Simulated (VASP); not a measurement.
# HgTe (F-43m) in VASP: further runs

Runs on HgTe. Level: PBE. Tasks: single point, relaxation of cell and atoms.

Program: VASP 6.6.1. These are calculated values, not measurements. Logs are shortened: lines on timing, memory, paths and dates and some standing lists are left out, and cuts for length are marked.

## (1) The cell of the first run

It takes space group F-43m (No. 216, cubic). Conventional cell: a = 6.652 Å, b = 6.652 Å, c = 6.652 Å, α = 90.00°, β = 90.00°, γ = 90.00°. Within 3.8 Å of Hg (site symmetry -43m) lie 4 Te at 2.88 Å. Within 3.8 Å of Te (site symmetry -43m) lie 4 Hg at 2.88 Å.

## (2) Single point, PBE

Input file INCAR:

```
PREC = Accurate
ENCUT = 520
EDIFF = 1E-6
ISMEAR = 0
SIGMA = 0.1
LREAL = False
LASPH = True
NELM = 100
ALGO = Normal
ISIF = 2
LWAVE = False
LCHARG = False
GGA = PE
NBANDS = 16
```

Input file KPOINTS:

```
Automatic mesh
0
Gamma
  12 12 12
```

Input file POSCAR:

```
HgTe
1.0
    0.0000000000      3.3262218529      3.3262218529
    3.3262218529      0.0000000000      3.3262218529
    3.3262218529      3.3262218529      0.0000000000
Hg Te
1 1
Direct
    0.0000000000      0.0000000000      0.0000000000
    0.2500000000      0.2500000000      0.2500000000
```

Potentials or basis: VASP PAW PBE potentials, release 64 (Hg, Te).

Launch:

```sh
$ cat potpaw_PBE.64/Hg/POTCAR potpaw_PBE.64/Te/POTCAR > POTCAR
$ mpirun -np 1 vasp_std > vasp.out
```

OUTCAR:

```text
PREC = Accurate
   ENCUT = 520
   EDIFF = 1E-6
   ISMEAR = 0
   LREAL = False
   LASPH = True
   NELM = 100
   ISIF = 2
   GGA = PE

 ion  position               nearest neighbor table
   1  0.000  0.000  0.000-   2 2.88   2 2.88   2 2.88   2 2.88
   2  0.250  0.250  0.250-   1 2.88   1 2.88   1 2.88   1 2.88

  LATTYP: Found a face centered cubic cell.
 ALAT       =     6.6524437058

  Lattice vectors:

 A1 = (   0.0000000000,   3.3262218529,   3.3262218529)
 A2 = (   3.3262218529,   0.0000000000,   3.3262218529)
 A3 = (   3.3262218529,   3.3262218529,   0.0000000000)

Analysis of symmetry for initial positions (statically):
=====================================================================
 Subroutine PRICEL returns:
 Original cell was already a primitive cell.

 Routine SETGRP: Setting up the symmetry group for a
 face centered cubic supercell.

 Subroutine GETGRP returns: Found 24 space group operations
 (whereof 24 operations were pure point group operations)
 out of a pool of 48 trial point group operations.

The static configuration has the point symmetry T_d .

Analysis of symmetry for dynamics (positions and initial velocities):
=====================================================================
 Subroutine PRICEL returns:
 Original cell was already a primitive cell.

 Routine SETGRP: Setting up the symmetry group for a
 face centered cubic supercell.

 Subroutine GETGRP returns: Found 24 space group operations
 (whereof 24 operations were pure point group operations)
 out of a pool of 48 trial point group operations.

The dynamic configuration has the point symmetry T_d .

 Subroutine INISYM returns: Found 24 space group operations
 (whereof 24 operations are pure point group operations),
 and found     1 'primitive' translations

----------------------------------------------------------------------------------------

                                     Primitive cell

  volume of cell :      73.6010

  direct lattice vectors                    reciprocal lattice vectors
     0.000000000  3.326221853  3.326221853    -0.150320701  0.150320701  0.150320701
     3.326221853  0.000000000  3.326221853     0.150320701 -0.150320701  0.150320701
     3.326221853  3.326221853  0.000000000     0.150320701  0.150320701 -0.150320701

  length of vectors
     4.703988056  4.703988056  4.703988056     0.260363091  0.260363091  0.260363091

  position of ions in fractional coordinates (direct lattice)
     0.000000000  0.000000000  0.000000000
[... 72 lines left out ...]
   ISPIN  =      1    spin polarized calculation?
   LNONCOLLINEAR =      F non collinear calculations
   LSORBIT =      F    spin-orbit coupling
   LASPH  =      T    aspherical Exc in radial PAW
   ENCUT  =  520.0 eV  38.22 Ry    6.18 a.u.   8.75  8.75  8.75*2*pi/ulx,y,z
   NELM   =    100;   NELMIN=  2; NELMDL= -5     # of ELM steps
   EDIFF  = 0.1E-05   stopping-criterion for ELM
   LREAL  =      F    real-space projection
   EDIFFG = 0.1E-04   stopping-criterion for IOM
   NSW    =      0    number of steps for IOM
   IBRION =     -1    ionic relax: 0-MD 1-quasi-New 2-CG
   NFREE  =      0    steps in history (QN), initial steepest desc. (CG)
   ISIF   =      2    stress and relaxation
   ISYM   =      2    0-nonsym 1-usesym 2-fastsym
   POTIM  = 0.5000    time-step for ionic-motion
   TEBEG  =    0.0;   TEEND  =   0.0 temperature during run
   PSTRESS=    0.0 pullay stress
   NELECT =      18.0000    total number of electrons
   NUPDOWN=      -1.0000    fix difference up-down
   EMIN   =  10.00;   EMAX   =-10.00  energy-range for DOS
   EFERMI =   0.00;   METHOD = LEGACY
   ISMEAR =     0;   SIGMA  =   0.10  broadening in eV -4-tet -1-fermi 0-gaus
   EFERMI_NEDOS =   21; number of points for ismear=-14 and -15
   IALGO  =     38    algorithm
   IMIX   =      4    mixing-type and parameters
     AMIX     =   0.40;   BMIX     =  1.00
     AMIX_MAG =   1.60;   BMIX_MAG =  1.00
  volume/ion in A,a.u.               =      36.80       248.34
  Fermi-wavevector in a.u.,A,eV,Ry     =   1.023775  1.934654 14.260469  1.048115
  Thomas-Fermi vector in A             =   2.157526
   LORBIT       =      0    0 simple, 1 ext, 2 COOP (PROOUT), +10 PAW based schemes
   GGA     = PE    functional components
   LHFCALC =     F    Hartree Fock is set to
   AEXX    =    0.0000 exact exchange contribution
   IVDW    =     0    specifies the selected vdW correction
   LEPSILON=     F    determine dielectric tensor
   LRPA    =     F    only Hartree local field effects (RPA)
 non-spin polarized calculation
 Gauss-broadening in eV      SIGMA  =   0.10
  energy-cutoff  :      520.00
  volume of cell :       73.60
 maximum number of plane-waves:      2006
   NGX = 17   NGY = 17   NGZ = 17

 number of electron      17.9999998 magnetization

 Free energy of the ion-electron system (eV)
  ---------------------------------------------------
  ext. energy  EPLUGINS =         0.00000000
  ---------------------------------------------------
  free energy    TOTEN  =        -3.65190336 eV

  energy without entropy =       -3.65173885  energy(sigma->0) =       -3.65182111

 E-fermi :   2.2986     XC(G=0):  -8.3548

 val. band max:        2.2268834506   @ k =   0.0000   0.0000   0.0000
 cond. band min:       2.5791958141   @ k =   0.0833   0.0000   0.0000
 fundamental gap:      0.3523123635
 Fermi energy:         2.2985974572

 k-point     1 :       0.0000    0.0000    0.0000
  band No.  band energies     occupation
      1      -9.1823      2.00000
      2      -4.6606      2.00000
      3      -4.6606      2.00000
      4      -4.6606      2.00000
      5      -4.2292      2.00000
      6      -4.2292      2.00000
[... 433 lines left out ...]
      3      -4.5218      2.00000
      4      -4.2397      2.00000
      5      -4.2197      2.00000
      6      -3.9530      2.00000
[... 8 lines left out ...]
     15      11.4873      0.00000
     16      11.7389      0.00000

 [... further k-points ...]
[... 5 lines left out ...]
  --------------------------------------------------------------------------------------
  -------------------------------------------------------------------------------------
  Total        0.0080508      0.0080508      0.0080508      0.0000000      0.0000000      0.0000000
  in kB        0.1752541      0.1752541      0.1752541      0.0000000      0.0000000      0.0000000
  external PRESSURE =       0.1752541 kB  Pullay stress =       0.0000000 kB

 VOLUME and BASIS-vectors are now :
 -----------------------------------------------------------------------------
  energy-cutoff  :      520.00
  volume of cell :       73.60
      direct lattice vectors                 reciprocal lattice vectors
     0.000000000  3.326221853  3.326221853    -0.150320701  0.150320701  0.150320701
     3.326221853  0.000000000  3.326221853     0.150320701 -0.150320701  0.150320701
     3.326221853  3.326221853  0.000000000     0.150320701  0.150320701 -0.150320701

 POSITION                                       TOTAL-FORCE (eV/Angst)
 -----------------------------------------------------------------------------------
      0.00000      0.00000      0.00000         0.000000      0.000000     -0.000000
      1.66311      1.66311      1.66311        -0.000000     -0.000000      0.000000
 -----------------------------------------------------------------------------------
    total drift:                               -0.000000     -0.000000     -0.000000

  FREE ENERGIE OF THE ION-ELECTRON SYSTEM (eV)
  ---------------------------------------------------
  free  energy   TOTEN  =        -3.6519033580 eV

  energy  without entropy=       -3.6517388536  energy(sigma->0) =       -3.65182111
```

stdout:

```text
POSCAR found type information on POSCAR HgTe
 POSCAR found :  2 types and       2 ions
 scaLAPACK will be used
 LDA part: xc-table for (Slater+PW92), standard interpolation
 POSCAR, INCAR and KPOINTS ok, starting setup
 FFT: planning ... GRIDC
 FFT: planning ... GRID_SOFT
 FFT: planning ... GRID
 WAVECAR not read
 entering main loop
```

Run time: 1.8 min. Hardware: 1 thread of Intel Xeon 8259CL, shared host; peak memory 0.26 GiB.

What came out:

```yaml
Free_energy: -3.6519 eV
Pressure: 0.0 GPa
Band_gap_on_the_k_mesh: zero (filled and empty bands touch)
```

Caveat: spin-orbit coupling is left out, which moves the levels of the heavy elements.

## (3) Relaxation of cell and atoms, PBE

This run uses another cell than the first one, of 35.61 Å³/atom, 0.968 times its volume.

Input file INCAR:

```
SYSTEM = HgTe
  PREC = Accurate
  ENCUT = 600
  EDIFF = 1E-6
  ISMEAR = 0
  SIGMA = 0.1
  LREAL = .FALSE.
  LASPH = .TRUE.
  NELM = 100
  ALGO = Normal
  ISIF = 3
  LWAVE = .FALSE.
  LCHARG = .FALSE.
  GGA = PE
  IBRION = 2
  NSW = 100
  EDIFFG = -0.005
```

Input file KPOINTS:

```
Automatic mesh
0
G
  12 12 12
  0 0 0
```

Input file POSCAR:

```
HgTe
1.0
    0.0000000000      3.2899842045      3.2899842045
    3.2899842045      0.0000000000      3.2899842045
    3.2899842045      3.2899842045      0.0000000000
Hg Te
1 1
Direct
    0.0000000000      0.0000000000      0.0000000000
    0.2500000000      0.2500000000      0.2500000000
```

Potentials or basis: VASP PAW PBE potentials, release 64 (Hg, Te).

Launch:

```sh
$ cat potpaw_PBE.64/Hg/POTCAR potpaw_PBE.64/Te/POTCAR > POTCAR
$ mpirun -np 1 vasp_std > vasp.out
```

It took 5.3 min on 1 thread of Intel Xeon 8259CL, shared host; peak memory 0.31 GiB.

Results (log left out):

| Quantity | Value |
| --- | --- |
| Free energy | -3.6517 eV |
| Relaxed volume | 36.84 Å³/atom |
| Relaxed cell | a = 4.705 Å, b = 4.705 Å, c = 4.705 Å, α = 60.00°, β = 60.00°, γ = 60.00° |
| Space group after relaxing (to 0.05 Å) | F-43m (No. 216) |
| Energy gained by relaxing | 4.7 meV/atom |
| Ionic steps | 3 |
| Pressure after relaxing | 0.0 GPa |
| Band gap on the k mesh | zero (filled and empty bands touch) |

Step by step:
```
step  energy change (eV)  largest force (eV/Å)  pressure (GPa)  volume (Å³)
   1              0.0000                0.0000            1.26        71.22
   2             -0.0090                0.0000           -0.22        74.16
   3             -0.0094                0.0000            0.00        73.67
```

Final structure:
```xyz
2
Lattice="0.0000 3.3273 3.3273 3.3273 0.0000 3.3273 3.3273 3.3273 0.0000" Properties=species:S:1:pos:R:3 pbc="T T T"
Hg    0.0000    0.0000    0.0000
Te    1.6636    1.6636    1.6636
```

Levels at points of the mesh, in eV from the Fermi level:
```csv
k point,band 7,band 8,band 9,band 10,band 11,band 12
"(0.00, 0.00, 0.00)",-1.00,-0.07,-0.07,-0.07,4.30,4.30
"(0.50, 0.00, 0.00)",-5.01,-0.90,-0.90,0.63,5.04,5.04
"(0.50, 0.50, 0.00)",-5.04,-1.99,-1.99,1.84,2.64,7.85
```

Caveat: spin-orbit coupling is left out, which moves the levels of the heavy elements.
